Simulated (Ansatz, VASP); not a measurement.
**Al2Cu in VASP and in Ansatz**

```
CELL_PARAMETERS angstrom
4.10518 0.00000 0.00000
0.00000 4.10518 0.00000
0.00000 0.00000 2.89131
ATOMIC_POSITIONS crystal
Al 0.50000 0.00000 0.50000
Al 0.00000 0.50000 0.50000
Cu 0.00000 0.00000 0.00000
```

Alike in both runs: task single point; functional PBEsol; k mesh 10 × 10 × 14; no spin polarisation.

|  | VASP | Ansatz |
| --- | --- | --- |
| version | VASP 6.6.1 | Ansatz 0.2.0 |
| potentials or method | VASP PAW PBE potentials, release 64 (Al, Cu), cutoff 520 eV | scalar-relativistic, plane waves, PAW |
| occupations | methfessel-paxton of order 1, width 0.3 eV | cold, width 0.3 eV |
| valence electrons in the cell | 17 | 25 |

|  | VASP | Ansatz | Ansatz less VASP |
| --- | --- | --- | --- |
| gap on the k mesh at the Fermi level (eV) | none | none | - |
| pressure (GPa) | -2.2 | -2.4 | -0.21 |
| traceless stress, the component that is largest in VASP (GPa) | -0.70 | -0.80 | -0.109 |

VASP's potentials were made for PBE, not for PBEsol. A gap of «none» marks a metal or a gap that the smearing closes. VASP's potentials hold 17 valence electrons a cell and Ansatz's 25, so a difference there can come from the potentials and not from the codes.
